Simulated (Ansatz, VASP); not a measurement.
**One calculation of Fe, two programs**

INCAR

```
SYSTEM = Fe
  ALGO = Normal
  EDIFF = 1E-7
  EDIFFG = -0.01
  ENCUT = 600
  GGA = PS
  IBRION = 2
  ISIF = 3
  ISMEAR = 0
  LASPH = .TRUE.
  LCHARG = .FALSE.
  LREAL = .FALSE.
  LWAVE = .FALSE.
  NELM = 80
  NSW = 80
  PREC = Accurate
  SIGMA = 0.1
```

Contents of KPOINTS:

```
k-points
0
G
  18 18 12
  0 0 0
```

POSCAR

```
Fe
1.0
    2.4275576560      0.0000000000      0.0000000000
   -1.2137788280      2.1023265992      0.0000000000
    0.0000000000      0.0000000000      3.8464955664
Fe
2
Direct
    0.3333333333      0.6666666667      0.2500000000
    0.6666666667      0.3333333333      0.7500000000
```

Input for Ansatz:

```yaml
crystal:
  lattice:
    - [2.4275576552, 0.0, 0.0]
    - [-1.2137788276, 2.1023265986, 0.0]
    - [0.0, 0.0, 3.846495563]
  atoms:
    - { symbol: Fe, position: [0.3333333333, 0.6666666667, 0.25] }
    - { symbol: Fe, position: [0.6666666667, 0.3333333333, 0.75] }
basis:
  ecutwfc: 420
kpoints:
  mp_grid: { grid: [18, 18, 12] }
hamiltonian:
  xc: pbesol
scf:
  occupations: { method: gaussian, width: 0.1 }
output:
  forces: true
  stress: true
  eigenvalues: true
relax:
  adjacent_minimum: "off"
  f_tol: 0.01
  max_steps: 60
  cell: { stress_tol: 0.1 }
```

Alike in both runs: task relaxation of cell and atoms; functional PBEsol; k mesh 18 × 18 × 12; occupations gaussian, width 0.1 eV; no spin polarisation.

```csv
,VASP,Ansatz
version,VASP 6.6.1,Ansatz 0.2.0
potentials or method,"VASP PAW PBE potentials, release 64 (Fe), cutoff 600 eV","scalar-relativistic, plane waves, PAW"
valence electrons in the cell,16,32
```

|  | VASP | Ansatz | Ansatz less VASP |
| --- | --- | --- | --- |
| gap on the k mesh at the Fermi level, each at its own relaxed structure (eV) | none | none | - |
| relaxed volume (Å³/atom) | 9.80 | 9.81 | +0.014 |
| relaxed length of the cell vector where the two differ most in proportion (Å) | 3.838 | 3.842 | +0.0037 |

VASP's potentials were made for PBE, not for PBEsol. A gap of «none» marks a metal or a gap that the smearing closes. VASP's potentials hold 16 valence electrons a cell and Ansatz's 32, so a difference there can come from the potentials and not from the codes.
